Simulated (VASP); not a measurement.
A run of VASP 6.6.1 is set up as follows.

File INCAR:

```
SYSTEM = In
PREC     = Accurate       ! precision mode
ENCUT    = 520            ! plane-wave cutoff, eV
EDIFF    = 1E-6           ! SCF threshold, eV
ISMEAR   = -1             ! smearing method
SIGMA    = 0.05           ! smearing width, eV
LREAL    = .False.        ! projectors in reciprocal space
LASPH    = .True.         ! aspherical terms in the spheres
NELM     = 60             ! most SCF steps
ALGO     = Normal         ! electronic algorithm
ISIF     = 2              ! what is computed and relaxed
LWAVE    = .False.        ! write WAVECAR
LCHARG   = .False.        ! write CHGCAR
GGA      = PE             ! functional
NBANDS   = 12             ! bands
```

Contents of KPOINTS:

```
regular mesh
0
Gamma
  14 14 14
  0 0 0
```

Contents of POSCAR:

```
In
1.0
   -1.6369195191      1.6369195191      2.4903342523
    1.6369195191     -1.6369195191      2.4903342523
    1.6369195191      1.6369195191     -2.4903342523
In
1
Direct
    0.0000000000      0.0000000000      0.0000000000
```

Potentials or basis: VASP PAW PBE potentials, release 64 (In_d).

Run with:

```bash
$ cat potpaw_PBE.64/In_d/POTCAR > POTCAR
$ mpirun -np 1 vasp_std > vasp.out
```

Task: Estimate the pressure.

Result: 1.0 GPa.

Stress tensor (GPa, compression positive):
```
0.93 0.00 0.00
0.00 0.93 0.00
0.00 0.00 1.16
```
